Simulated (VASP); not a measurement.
Runs of VASP 6.6.1 on Cu. The structure is that of space group Cmcm (No. 63), or close to it. The cells are those of the table. 

```tsv
cell	gap on the mesh (eV)	pressure (GPa)	largest force (eV/Å)
a = 4.179, b = 4.179, c = 2.514 Å, angles 90.0, 90.0, 149.4°, 2 atoms	none	24.3	0.44
a = 3.795, b = 3.795, c = 2.514 Å, angles 90.0, 90.0, 141.9°, 2 atoms	none	(b)	0.37
a = 4.217, b = 4.217, c = 2.514 Å, angles 90.0, 90.0, 145.8°, 2 atoms	none	0.6	-
a = 3.753, b = 3.753, c = 2.514 Å, angles 90.0, 90.0, 145.8°, 2 atoms	none	57.3	0.49
a = 3.965, b = 3.965, c = 2.514 Å, angles 90.0, 90.0, 147.7°, 2 atoms	none	37.7	0.51
a = 3.774, b = 3.774, c = 2.514 Å, angles 90.0, 90.0, 143.9°, 2 atoms	none	(a)	0.04
```

Alike in all rows: task single point; level PBE; potentials or basis VASP PAW PBE potentials, release 64 (Cu); no spin polarisation; k mesh 18 × 18 × 18; cutoff (eV) 520; smearing gaussian 0.15 eV.

Task: Estimate the missing entries.

Result: (a) 36.7; (b) 23.4.

Caveats: the cell stands under pressure (at least some runs).

A gap of «none» marks levels without a gap at the run's occupations.
